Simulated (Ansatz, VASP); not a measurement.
MgSc2C2: VASP beside Ansatz

```
Mg Sc C
1.0
     4.60191    0.00000    0.00000
     0.00000    4.60191    0.00000
     0.00000    0.00000    4.37210
Mg Sc C
1 2 2
Direct
  0.00000 0.00000 0.50000
  0.00000 0.50000 0.00000
  0.50000 0.00000 0.00000
  0.00000 0.50000 0.50000
  0.50000 0.00000 0.50000
```

Alike in both runs: functional PBE; k mesh 4 × 4 × 4; occupations gaussian, width 0.1 eV; no spin polarisation.

Ansatz relaxed the structure, and its values are those at the end. VASP's run is a single point on that final structure, the one shown.

|  | VASP | Ansatz |
| --- | --- | --- |
| version | VASP 6.6.1 | Ansatz 0.2.0 |
| potentials or method | VASP PAW PBE potentials, release 64 (Mg_sv, Sc_sv, C), cutoff 750 eV | scalar-relativistic, plane waves, PAW |
| valence electrons in the cell | 40 | 40 |

```csv
,VASP,Ansatz,Ansatz less VASP
gap on the k mesh at the Fermi level (eV),none,none,-
pressure (GPa),0.1,0.1,-0.01
```

A gap of «none» marks a metal or a gap that the smearing closes.
